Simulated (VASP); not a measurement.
# KBr (Pm-3m) in VASP: single point with PBE

Aim: the single point of KBr with PBE.

Program: VASP 6.6.1. These are calculated values, not measurements. Logs are shortened: lines on timing, memory, paths and dates and some standing lists are left out, and cuts for length are marked.

## 1. The cell of the first run

It takes space group Pm-3m (No. 221, cubic). The conventional cell has a = 3.976 Å, b = 3.976 Å, c = 3.976 Å, α = 90.00°, β = 90.00°, γ = 90.00°. Within 4.5 Å of K (site symmetry m-3m) lie 8 Br at 3.44 Å and 6 K at 3.98 Å. Br (site symmetry m-3m) has 8 K at 3.44 Å and 6 Br at 3.98 Å within 4.5 Å.

## 2. Single point, PBE

Contents of INCAR:

```
SYSTEM = KBr
  PREC = Accurate
  ENCUT = 500
  EDIFF = 1E-6
  ISMEAR = 0
  SIGMA = 0.01
  LREAL = .FALSE.
  LASPH = .TRUE.
  NELM = 120
  ALGO = Normal
  ISIF = 2
  LWAVE = .FALSE.
  LCHARG = .TRUE.
  GGA = PE
  LELF = .TRUE.
  LVHAR = .TRUE.
  NBANDS = 15
  GGA_COMPAT = .FALSE.
```

Contents of KPOINTS:

```
Automatic mesh
0
G
  2 2 2
  0 0 0
```

Contents of POSCAR:

```
KBr
1.0
    3.9763217797      0.0000000000      0.0000000000
    0.0000000000      3.9763217797      0.0000000000
    0.0000000000      0.0000000000      3.9763217797
K Br
1 1
Direct
    0.0000000000      0.0000000000      0.0000000000
    0.5000000000      0.5000000000      0.5000000000
```

Potentials or basis: VASP PAW PBE potentials, release 64 (K_sv, Br).

Started as:

```console
cat potpaw_PBE.64/K_sv/POTCAR potpaw_PBE.64/Br/POTCAR > POTCAR
mpirun -np 1 vasp_std > vasp.out
```

OUTCAR:

```text
SYSTEM = KBr
   PREC = Accurate
   ENCUT = 500
   EDIFF = 1E-6
   ISMEAR = 0
   LREAL = .FALSE.
   LASPH = .TRUE.
   NELM = 120
   ISIF = 2
   GGA = PE

 ion  position               nearest neighbor table
   1  0.000  0.000  0.000-
   2  0.500  0.500  0.500-

  LATTYP: Found a simple cubic cell.
 ALAT       =     3.9763217797

  Lattice vectors:

 A1 = (   3.9763217797,   0.0000000000,   0.0000000000)
 A2 = (   0.0000000000,   3.9763217797,   0.0000000000)
 A3 = (   0.0000000000,   0.0000000000,   3.9763217797)

Analysis of symmetry for initial positions (statically):
=====================================================================
 Subroutine PRICEL returns:
 Original cell was already a primitive cell.

 Routine SETGRP: Setting up the symmetry group for a
 simple cubic supercell.

 Subroutine GETGRP returns: Found 48 space group operations
 (whereof 48 operations were pure point group operations)
 out of a pool of 48 trial point group operations.

The static configuration has the point symmetry O_h .

Analysis of symmetry for dynamics (positions and initial velocities):
=====================================================================
 Subroutine PRICEL returns:
 Original cell was already a primitive cell.

 Routine SETGRP: Setting up the symmetry group for a
 simple cubic supercell.

 Subroutine GETGRP returns: Found 48 space group operations
 (whereof 48 operations were pure point group operations)
 out of a pool of 48 trial point group operations.

The dynamic configuration has the point symmetry O_h .

 Subroutine INISYM returns: Found 48 space group operations
 (whereof 48 operations are pure point group operations),
 and found     1 'primitive' translations

----------------------------------------------------------------------------------------

                                     Primitive cell

  volume of cell :      62.8702

  direct lattice vectors                    reciprocal lattice vectors
     3.976321780  0.000000000  0.000000000     0.251488701  0.000000000  0.000000000
     0.000000000  3.976321780  0.000000000     0.000000000  0.251488701  0.000000000
     0.000000000  0.000000000  3.976321780     0.000000000  0.000000000  0.251488701

  length of vectors
     3.976321780  3.976321780  3.976321780     0.251488701  0.251488701  0.251488701

  position of ions in fractional coordinates (direct lattice)
     0.000000000  0.000000000  0.000000000
     0.500000000  0.500000000  0.500000000

  ion indices of the primitive-cell ions
   primitive index   ion index
                 1           1
                 2           2

----------------------------------------------------------------------------------------

 KPOINTS: Automatic mesh

Automatic generation of k-mesh.
 Grid dimensions read from file:
 generate k-points for:    2    2    2

 Generating k-lattice:

  Cartesian coordinates                     Fractional coordinates (reciprocal lattice)
     0.125744351  0.000000000  0.000000000     0.500000000  0.000000000  0.000000000
     0.000000000  0.125744351  0.000000000     0.000000000  0.500000000  0.000000000
     0.000000000  0.000000000  0.125744351     0.000000000  0.000000000  0.500000000

  Length of vectors
     0.125744351  0.125744351  0.125744351

  Shift w.r.t. Gamma in fractional coordinates (k-lattice)
     0.000000000  0.000000000  0.000000000

 Subroutine IBZKPT returns following result:
 ===========================================

 Found      4 irreducible k-points:

 Following reciprocal coordinates:
            Coordinates               Weight
  0.000000  0.000000  0.000000      1.000000
  0.500000  0.000000  0.000000      3.000000
  0.500000  0.500000  0.000000      3.000000
  0.500000  0.500000  0.500000      1.000000
   k-points           NKPTS =      4   k-points in BZ     NKDIM =      4   number of bands    NBANDS=     15
   number of dos      NEDOS =    301   number of ions     NIONS =      2
   total plane-waves  NPLWV =  27000
   dimension x,y,z NGX =    30 NGY =   30 NGZ =   30
   dimension x,y,z NGXF=    60 NGYF=   60 NGZF=   60
   ions per type =               1   1
   NGX,Y,Z   is equivalent  to a cutoff of  12.54, 12.54, 12.54 a.u.
   NGXF,Y,Z  is equivalent  to a cutoff of  25.09, 25.09, 25.09 a.u.
 SYSTEM =  KBr
   PREC   = accura    normal or accurate (medium, high low for compatibility)
   ISTART =      0    job   : 0-new  1-cont  2-samecut
   ICHARG =      2    charge: 1-file 2-atom 10-const
   ISPIN  =      1    spin polarized calculation?
   LNONCOLLINEAR =      F non collinear calculations
   LSORBIT =      F    spin-orbit coupling
   LASPH  =      T    aspherical Exc in radial PAW
   ENCUT  =  500.0 eV  36.75 Ry    6.06 a.u.   7.25  7.25  7.25*2*pi/ulx,y,z
   NELM   =    120;   NELMIN=  2; NELMDL= -5     # of ELM steps
   EDIFF  = 0.1E-05   stopping-criterion for ELM
   LREAL  =      F    real-space projection
   EDIFFG = 0.1E-04   stopping-criterion for IOM
   NSW    =      0    number of steps for IOM
   IBRION =     -1    ionic relax: 0-MD 1-quasi-New 2-CG
   NFREE  =      0    steps in history (QN), initial steepest desc. (CG)
   ISIF   =      2    stress and relaxation
   ISYM   =      2    0-nonsym 1-usesym 2-fastsym
   POTIM  = 0.5000    time-step for ionic-motion
   TEBEG  =    0.0;   TEEND  =   0.0 temperature during run
   PSTRESS=    0.0 pullay stress
   NELECT =      16.0000    total number of electrons
   NUPDOWN=      -1.0000    fix difference up-down
   EMIN   =  10.00;   EMAX   =-10.00  energy-range for DOS
   EFERMI =   0.00;   METHOD = LEGACY
   ISMEAR =     0;   SIGMA  =   0.01  broadening in eV -4-tet -1-fermi 0-gaus
   EFERMI_NEDOS =   21; number of points for ismear=-14 and -15
   IALGO  =     38    algorithm
   IMIX   =      4    mixing-type and parameters
     AMIX     =   0.40;   BMIX     =  1.00
     AMIX_MAG =   1.60;   BMIX_MAG =  1.00
  volume/ion in A,a.u.               =      31.44       212.13
  Fermi-wavevector in a.u.,A,eV,Ry     =   1.037449  1.960494 14.643948  1.076300
  Thomas-Fermi vector in A             =   2.171887
   LORBIT       =      0    0 simple, 1 ext, 2 COOP (PROOUT), +10 PAW based schemes
   GGA     = PE    functional components
   LHFCALC =     F    Hartree Fock is set to
   AEXX    =    0.0000 exact exchange contribution
   IVDW    =     0    specifies the selected vdW correction
   LEPSILON=     F    determine dielectric tensor
   LRPA    =     F    only Hartree local field effects (RPA)
 non-spin polarized calculation
 Gauss-broadening in eV      SIGMA  =   0.01
  energy-cutoff  :      500.00
  volume of cell :       62.87
 maximum number of plane-waves:      1628
 NGX is ok and might be reduce to    30
   NGX = 15   NGY = 15   NGZ = 15

 number of electron      15.9999996 magnetization

 Free energy of the ion-electron system (eV)
  ---------------------------------------------------
  ext. energy  EPLUGINS =         0.00000000
  ---------------------------------------------------
  free energy    TOTEN  =        -5.75378281 eV

  energy without entropy =       -5.75378281  energy(sigma->0) =       -5.75378281

 E-fermi :  -0.2306     XC(G=0):  -7.9847

 val. band max:       -0.3343473117   @ k =   0.5000   0.5000   0.0000
 cond. band min:       3.5782764202   @ k =   0.0000   0.0000   0.0000
 fundamental gap:      3.9126237320
 Fermi energy:        -0.2306222382

 k-point     1 :       0.0000    0.0000    0.0000
  band No.  band energies     occupation
      1     -29.1808      2.00000
      2     -13.1795      2.00000
      3     -12.5986      2.00000
      4     -12.5986      2.00000
      5     -12.5986      2.00000
      6      -0.6192      2.00000
      7      -0.6192      2.00000
      8      -0.6192      2.00000
      9       3.5783      0.00000
     10       5.3163      0.00000
     11       5.3163      0.00000
     12       9.2215      0.00000
     13       9.2215      0.00000
     14       9.2215      0.00000
     15      12.0245      0.00000

 k-point     2 :       0.5000    0.0000    0.0000
  band No.  band energies     occupation
      1     -29.1683      2.00000
      2     -13.4479      2.00000
      3     -12.5758      2.00000
      4     -12.5758      2.00000
      5     -12.2931      2.00000
      6      -2.4693      2.00000
      7      -0.6020      2.00000
      8      -0.6020      2.00000
      9       6.2441      0.00000
     10       6.6650      0.00000
     11       7.4856      0.00000
     12       8.5139      0.00000
     13       9.2809      0.00000
     14       9.2809      0.00000
     15       9.7639      0.00000

 k-point     3 :       0.5000    0.5000    0.0000
  band No.  band energies     occupation
      1     -29.1567      2.00000
      2     -12.8954      2.00000
      3     -12.7631      2.00000
      4     -12.7631      2.00000
      5     -12.5585      2.00000
      6      -1.8428      2.00000
      7      -1.8428      2.00000
      8      -0.3343      2.00000
      9       4.7483      0.00000
     10       6.0804      0.00000
     11       7.5638      0.00000
     12       7.5638      0.00000
     13      10.2112      0.00000
     14      10.2112      0.00000
     15      10.5923      0.00000

 k-point     4 :       0.5000    0.5000    0.5000
  band No.  band energies     occupation
      1     -29.1456      2.00000
      2     -12.7497      2.00000
      3     -12.7241      2.00000
      4     -12.7241      2.00000
      5     -12.7241      2.00000
      6      -1.9080      2.00000
      7      -1.9080      2.00000
      8      -1.9080      2.00000
      9       7.0528      0.00000
     10       7.0528      0.00000
     11       7.0528      0.00000
     12       9.1057      0.00000
     13       9.1057      0.00000
     14       9.1057      0.00000
     15      10.7602      0.00000

------------------------ aborting loop because EDIFF is reached ----------------------------------------

  FORCE on cell =-STRESS in cart. coord.  units (eV):
  Direction    XX          YY          ZZ          XY          YZ          ZX
  --------------------------------------------------------------------------------------
  -------------------------------------------------------------------------------------
  Total        0.9885997      0.9885997      0.9885997     -0.0000000      0.0000000     -0.0000000
  in kB       25.1933821     25.1933821     25.1933821     -0.0000000      0.0000000     -0.0000000
  external PRESSURE =      25.1933821 kB  Pullay stress =       0.0000000 kB

 VOLUME and BASIS-vectors are now :
 -----------------------------------------------------------------------------
  energy-cutoff  :      500.00
  volume of cell :       62.87
      direct lattice vectors                 reciprocal lattice vectors
     3.976321780  0.000000000  0.000000000     0.251488701  0.000000000  0.000000000
     0.000000000  3.976321780  0.000000000     0.000000000  0.251488701  0.000000000
     0.000000000  0.000000000  3.976321780     0.000000000  0.000000000  0.251488701

 POSITION                                       TOTAL-FORCE (eV/Angst)
 -----------------------------------------------------------------------------------
      0.00000      0.00000      0.00000         0.000000      0.000000      0.000000
      1.98816      1.98816      1.98816         0.000000      0.000000      0.000000
 -----------------------------------------------------------------------------------
    total drift:                                0.000000      0.000000     -0.000000

  FREE ENERGIE OF THE ION-ELECTRON SYSTEM (eV)
  ---------------------------------------------------
  free  energy   TOTEN  =        -5.7537828078 eV

  energy  without entropy=       -5.7537828078  energy(sigma->0) =       -5.75378281
```

Run time: 7.9 s. Hardware: 1 thread of Intel Xeon Platinum 8259CL at 2.50GHz (Skylake/Cascade Lake), shared host; peak memory 0.16 GiB.

What came out:

| Item | Value |
| --- | --- |
| Free energy | -5.7538 eV |
| Pressure | 2.5 GPa |
| Band gap on the k mesh | 3.91 eV, indirect (least direct gap 4.20 eV) |

Caveat: the k points lie up to 0.79 Å⁻¹ apart.
